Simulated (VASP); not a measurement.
Fe3W, 4 atoms in the cell. Symmetry: Pm-3m, No. 221, cubic system. Conventional cell: a = 3.569 Å, b = 3.569 Å, c = 3.569 Å, α = 90.00°, β = 90.00°, γ = 90.00°. Within 3.3 Å of Fe (site symmetry 4/mmm) lie 8 Fe at 2.52 Å and 4 W at 2.52 Å. Within 3.3 Å of W (site symmetry m-3m) lie 12 Fe at 2.52 Å. 

```yaml
Program: VASP 6.6.1
Task: single point
Functional: PBEsol
Potentials_or_basis: VASP PAW PBE potentials, release 64 (Fe, W_sv)
Cutoff: 520 eV
k_mesh: 6 × 6 × 6
Occupations: fermi-dirac, width 0.1 eV
Spin: collinear spin, ferromagnetic start
Starting_moments: "[3.5, 3.5, 3.5, 0.0] μB"
Dipole_correction: no
Further_INCAR_settings: ALGO = Normal; EDIFF = 1e-07; NBANDS = 31
```

Potentials or basis: VASP PAW PBE potentials, release 64 (Fe, W_sv).

Launch:

```console
$ cat potpaw_PBE.64/Fe/POTCAR potpaw_PBE.64/W_sv/POTCAR > POTCAR
$ mpirun -np 1 vasp_std > vasp.out
```

Hardware: 1 thread of Oxide Virtual Turin-like Processor (shared host).

Task: Estimate the wall time of this run.

Result: Run time: 89 s on 1 thread of Oxide Virtual Turin-like Processor, with other jobs on the host, peak memory 0.16 GiB. Counts: scf iterations 18, k points 20.
